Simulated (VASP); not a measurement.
# ReBi (P6_3/mmc) in VASP: settings compared, part 2 of 2

VASP 6.6.1.

**4. Single point, PBE (24.36 Å³/atom)**

This run uses another cell than the first one, of 24.36 Å³/atom.

Contents of INCAR:

```
ALGO = Fast
EDIFF = 1E-6
ENCUT = 520
GGA = PE
ISIF = 2
ISMEAR = 0
LASPH = True
LCHARG = False
LREAL = False
LWAVE = False
NBANDS = 30
NELM = 60
PREC = Accurate
SIGMA = 0.05
```

Contents of KPOINTS:

```
k-points
0
Gamma
  10 10 6
```

Contents of POSCAR:

```
ReBi
1.0
    4.7101882409      0.0000000000      0.0000000000
   -2.3550941204      4.0791426732      0.0000000000
    0.0000000000      0.0000000000      5.0706052437
Re Bi
2 2
Direct
    0.0000000000      0.0000000000      0.0000000000
    0.0000000000      0.0000000000      0.5000000000
    0.3333333333      0.6666666667      0.2500000000
    0.6666666667      0.3333333333      0.7500000000
```

Potentials or basis: VASP PAW PBE potentials, release 64 (Re, Bi_d).

Command:

```bash
$ cat potpaw_PBE.64/Re/POTCAR potpaw_PBE.64/Bi_d/POTCAR > POTCAR
$ mpirun -np 1 vasp_std > vasp.out
```

OUTCAR:

```text
EDIFF = 1E-6
   ENCUT = 520
   GGA = PE
   ISIF = 2
   ISMEAR = 0
   LASPH = True
   LREAL = False
   NELM = 60
   PREC = Accurate

 ion  position               nearest neighbor table
   1  0.000  0.000  0.000-   2 2.54   2 2.54   4 3.00   3 3.00   3 3.00   4 3.00   4 3.00   3 3.00

   2  0.000  0.000  0.500-   1 2.54   1 2.54   4 3.00   3 3.00   3 3.00   4 3.00   4 3.00   3 3.00

   3  0.333  0.667  0.250-   1 3.00   2 3.00   1 3.00   2 3.00   1 3.00   2 3.00   4 3.72   4 3.72
                             4 3.72   4 3.72   4 3.72   4 3.72
   4  0.667  0.333  0.750-   1 3.00   2 3.00   1 3.00   2 3.00   1 3.00   2 3.00   3 3.72   3 3.72
                             3 3.72   3 3.72   3 3.72   3 3.72

  LATTYP: Found a hexagonal cell.
 ALAT       =     4.7101882409
 C/A-ratio  =     1.0765185985

  Lattice vectors:

 A1 = (   4.7101882409,   0.0000000000,   0.0000000000)
 A2 = (  -2.3550941204,   4.0791426732,   0.0000000000)
 A3 = (   0.0000000000,   0.0000000000,   5.0706052437)

Analysis of symmetry for initial positions (statically):
=====================================================================
 Subroutine PRICEL returns:
 Original cell was already a primitive cell.

 Routine SETGRP: Setting up the symmetry group for a
 hexagonal supercell.

 Subroutine GETGRP returns: Found 24 space group operations
 (whereof 12 operations were pure point group operations)
 out of a pool of 24 trial point group operations.

The static configuration has the point symmetry D_3d.
 The point group associated with its full space group is D_6h.

Analysis of symmetry for dynamics (positions and initial velocities):
=====================================================================
 Subroutine PRICEL returns:
 Original cell was already a primitive cell.
[... 129 lines left out ...]
   EFERMI_NEDOS =   21; number of points for ismear=-14 and -15
   IALGO  =     68    algorithm
   IMIX   =      4    mixing-type and parameters
     AMIX     =   0.40;   BMIX     =  1.00
     AMIX_MAG =   1.60;   BMIX_MAG =  1.00
  volume/ion in A,a.u.               =      24.36       164.36
  Fermi-wavevector in a.u.,A,eV,Ry     =   1.256040  2.373571 21.465041  1.577636
  Thomas-Fermi vector in A             =   2.389767
   LORBIT       =      0    0 simple, 1 ext, 2 COOP (PROOUT), +10 PAW based schemes
   GGA     = PE    functional components
   LHFCALC =     F    Hartree Fock is set to
   AEXX    =    0.0000 exact exchange contribution
   IVDW    =     0    specifies the selected vdW correction
   LEPSILON=     F    determine dielectric tensor
   LRPA    =     F    only Hartree local field effects (RPA)
 non-spin polarized calculation
 RMM-DIIS sequential band-by-band and
 Gauss-broadening in eV      SIGMA  =   0.05
  energy-cutoff  :      520.00
  volume of cell :       97.42
 maximum number of plane-waves:      2658
 NGX is ok and might be reduce to    36
   NGX = 17   NGY = 17   NGZ = 19

 number of electron      44.0000011 magnetization

 Free energy of the ion-electron system (eV)
  ---------------------------------------------------
  ext. energy  EPLUGINS =         0.00000000
  ---------------------------------------------------
  free energy    TOTEN  =       -29.13130845 eV

  energy without entropy =      -29.12324180  energy(sigma->0) =      -29.12727513

 E-fermi :   6.9744     XC(G=0): -11.0628

 val. band max:        6.9634402265   @ k =   0.3000   0.1000   0.0000
 cond. band min:       6.9762350618   @ k =   0.4000   0.1000   0.1667
 fundamental gap:      0.0127948353
 Fermi energy:         6.9744343826

 k-point     1 :       0.0000    0.0000    0.0000
  band No.  band energies     occupation
      1     -15.6936      2.00000
      2     -15.6936      2.00000
      3     -15.6724      2.00000
      4     -15.6329      2.00000
      5     -15.6233      2.00000
      6     -15.6233      2.00000
[... 781 lines left out ...]
     29      12.0935      0.00000
     30      12.2144      0.00000

 [... further k-points ...]

------------------------ aborting loop because EDIFF is reached ----------------------------------------

  FORCE on cell =-STRESS in cart. coord.  units (eV):
  Direction    XX          YY          ZZ          XY          YZ          ZX
  --------------------------------------------------------------------------------------
  -------------------------------------------------------------------------------------
  Total       -4.1072207     -4.1072207     -4.3710648     -0.0000000      0.0000000      0.0000000
  in kB      -67.5447606    -67.5447606    -71.8837730     -0.0000000      0.0000000      0.0000000
  external PRESSURE =     -68.9910981 kB  Pullay stress =       0.0000000 kB

 VOLUME and BASIS-vectors are now :
 -----------------------------------------------------------------------------
  energy-cutoff  :      520.00
  volume of cell :       97.42
      direct lattice vectors                 reciprocal lattice vectors
     4.710188241  0.000000000  0.000000000     0.212305740  0.122574776  0.000000000
    -2.355094120  4.079142673  0.000000000     0.000000000  0.245149552  0.000000000
     0.000000000  0.000000000  5.070605244     0.000000000  0.000000000  0.197215116

 POSITION                                       TOTAL-FORCE (eV/Angst)
 -----------------------------------------------------------------------------------
      0.00000      0.00000      0.00000        -0.000000      0.000000      0.000000
      0.00000      0.00000      2.53530        -0.000000      0.000000      0.000000
     -0.00000      2.71943      1.26765         0.000000     -0.000000      0.000000
      2.35509      1.35971      3.80295        -0.000000      0.000000     -0.000000
 -----------------------------------------------------------------------------------
    total drift:                               -0.000000      0.000000     -0.000000

  FREE ENERGIE OF THE ION-ELECTRON SYSTEM (eV)
  ---------------------------------------------------
  free  energy   TOTEN  =       -29.1313084495 eV

  energy  without entropy=      -29.1232418022  energy(sigma->0) =      -29.12727513
```

OSZICAR:

```text
N       E                     dE             d eps       ncg     rms          rms(c)
DAV:   1     0.409178028431E+03    0.40918E+03   -0.22308E+04  5936   0.180E+03
DAV:   2     0.124710859867E+02   -0.39671E+03   -0.38179E+03  5512   0.675E+02
DAV:   3    -0.281061970167E+02   -0.40577E+02   -0.39330E+02  5772   0.187E+02
[... 12 lines left out ...]
RMM:  16    -0.291313002814E+02   -0.10057E-04   -0.11048E-04  4924   0.651E-02    0.701E-03
RMM:  17    -0.291313045619E+02   -0.42805E-05   -0.48186E-05  4698   0.573E-02    0.600E-03
RMM:  18    -0.291313070127E+02   -0.24508E-05   -0.29882E-05  4272   0.548E-02    0.247E-03
RMM:  19    -0.291313080630E+02   -0.10503E-05   -0.13148E-05  4024   0.548E-02    0.159E-03
RMM:  20    -0.291313084495E+02   -0.38653E-06   -0.71326E-06  3591   0.493E-02
   1 F= -.29131308E+02 E0= -.29127275E+02  d E =-.806665E-02
```

Wall time 2.1 min (1 thread of Intel Xeon 6975P-C (Granite Rapids), shared host); peak memory 0.31 GiB.

Results:

| Property | Result |
| --- | --- |
| Free energy | -29.1313 eV |
| Pressure | -6.9 GPa |
| Band gap on the k mesh | zero (bands 22 and 23 overlap by 1.53 eV) |

Caveat: the cell stands under tension; spin-orbit coupling is left out, which moves the levels of the heavy elements.

**5. Single point, PBE (25.04 Å³/atom)**

This run uses another cell than the first one, of 25.04 Å³/atom.

Contents of INCAR:

```
  PREC = Accurate
  ENCUT = 520
  EDIFF = 1E-6
  ISMEAR = 0
  SIGMA = 0.05
  LREAL = F
  LASPH = T
  NELM = 100
  ALGO = Fast
  ISIF = 2
  LWAVE = F
  LCHARG = T
  GGA = PE
  LELF = T
  LVHAR = T
  NBANDS = 30
```

Contents of KPOINTS:

```
Automatic mesh
0
Gamma
  10 10 6
```

Contents of POSCAR:

```
ReBi
1.0
    4.7794106226      0.0000000000      0.0000000000
   -2.3897053113      4.1390910143      0.0000000000
    0.0000000000      0.0000000000      5.0628673350
Re Bi
2 2
Direct
    0.0000000000      0.0000000000      0.0000000000
    0.0000000000      0.0000000000      0.5000000000
    0.3333333333      0.6666666667      0.2500000000
    0.6666666667      0.3333333333      0.7500000000
```

Command:

```bash
$ cat potpaw_PBE.64/Re/POTCAR potpaw_PBE.64/Bi_d/POTCAR > POTCAR
$ mpirun -np 1 vasp_std > vasp.out
```

It took 2.5 min on 1 thread of Intel Xeon 6975P-C (Granite Rapids), shared host; peak memory 0.32 GiB.

It converged, with:

| Item | Value |
| --- | --- |
| Free energy | -29.0028 eV |
| Pressure | -8.6 GPa |
| Band gap on the k mesh | zero (bands 22 and 23 overlap by 1.52 eV) |

Stress tensor (GPa, compression positive):
```
-8.43  0.00  0.00
 0.00 -8.43  0.00
 0.00  0.00 -8.89
```

Levels at points of the mesh, in eV from the Fermi level:
| k point | band 20 | band 21 | band 22 | band 23 | band 24 | band 25 |
| --- | --- | --- | --- | --- | --- | --- |
| (0.00, 0.00, 0.00) | -0.25 | -0.02 | -0.02 | 1.53 | 2.33 | 2.40 |
| (0.50, 0.00, 0.00) | -1.49 | -1.28 | -0.10 | 0.02 | 0.08 | 2.32 |
| (0.00, 0.00, 0.50) | -1.20 | -1.20 | -1.20 | -1.19 | -1.19 | 3.38 |
| (0.50, 0.00, 0.50) | -0.96 | -0.67 | -0.67 | -0.65 | -0.65 | 1.74 |

Caveat: the cell stands under tension; spin-orbit coupling is left out, which moves the levels of the heavy elements.

**6. Single point, RPBE**

This run uses another cell than the first one, of 22.76 Å³/atom.

Contents of INCAR:

```
SYSTEM = ReBi
PREC = Accurate
ENCUT = 520
EDIFF = 1E-7
ISMEAR = -1
SIGMA = 0.01
LREAL = .False.
LASPH = .True.
NELM = 100
ALGO = Normal
ISIF = 2
LWAVE = .False.
LCHARG = .False.
GGA = RP
NBANDS = 30
```

Contents of KPOINTS:

```
Automatic mesh
0
Gamma
  10 10 6
  0 0 0
```

Contents of POSCAR:

```
ReBi
1.0
    4.5612436357      0.0000000000      0.0000000000
   -2.2806218178      3.9501528614      0.0000000000
    0.0000000000      0.0000000000      5.0534271638
Re Bi
2 2
Direct
    0.0000000000      0.0000000000      0.0000000000
    0.0000000000      0.0000000000      0.5000000000
    0.3333333333      0.6666666667      0.2500000000
    0.6666666667      0.3333333333      0.7500000000
```

Potentials or basis: VASP PAW PBE potentials, release 64 (Re, Bi_d).

Command:

```bash
$ cat potpaw_PBE.64/Re/POTCAR potpaw_PBE.64/Bi_d/POTCAR > POTCAR
$ mpirun -np 1 vasp_std > vasp.out
```

Run time: 2 min. Hardware: 1 thread of Intel Xeon 6975P-C (Granite Rapids), shared host; peak memory 0.3 GiB.

It converged, with:

| Property | Result |
| --- | --- |
| Free energy | -27.2603 eV |
| Pressure | 2.0 GPa |
| Band gap on the k mesh | zero (bands 22 and 23 overlap by 1.42 eV) |

Levels at points of the mesh, in eV from the Fermi level:
```tsv
k point	band 20	band 21	band 22	band 23	band 24	band 25
(0.00, 0.00, 0.00)	-0.43	0.15	0.15	2.30	2.30	2.33
(0.50, 0.00, 0.00)	-1.63	-1.56	-0.05	-0.01	0.33	2.19
(0.00, 0.00, 0.50)	-1.35	-1.35	-1.35	-0.98	-0.98	3.89
(0.50, 0.00, 0.50)	-1.04	-0.75	-0.75	-0.72	-0.72	1.97
```

Caveat: the PAW data sets were made with another functional, which shifts forces and pressure a little; spin-orbit coupling is left out, which moves the levels of the heavy elements.

**7. Summary**

| level | cell | smearing | gap on the mesh (eV) | pressure (GPa) |
| --- | --- | --- | --- | --- |
| PBE | a = 4.606, b = 4.606, c = 5.055 Å, angles 90.0, 90.0, 120.0°, 4 atoms | gaussian 0.05 eV | none | -2.4 |
| PBE | a = 4.646, b = 4.646, c = 5.064 Å, angles 90.0, 90.0, 120.0°, 4 atoms | gaussian 0.05 eV | none | -4.4 |
| PBE | a = 4.710, b = 4.710, c = 5.071 Å, angles 90.0, 90.0, 120.0°, 4 atoms | gaussian 0.05 eV | none | -6.9 |
| PBE | a = 4.779, b = 4.779, c = 5.063 Å, angles 90.0, 90.0, 120.0°, 4 atoms | gaussian 0.05 eV | none | -8.6 |
| RPBE | a = 4.561, b = 4.561, c = 5.053 Å, angles 90.0, 90.0, 120.0°, 4 atoms | fermi-dirac 0.01 eV | none | 2.0 |

Alike in all rows: task single point; potentials or basis VASP PAW PBE potentials, release 64 (Re, Bi_d); no spin polarisation; k mesh 10 × 10 × 6; cutoff (eV) 520.

Caveats: spin-orbit coupling is left out, which moves the levels of the heavy elements; the cell stands under tension (at least some runs); the PAW data sets were made with another functional, which shifts forces and pressure a little (at least some runs).

Total energies depend on the potentials used, so only differences within one code and one set of settings carry meaning.

The gap in the log of VASP goes by the Fermi energy; the results here count the filled bands.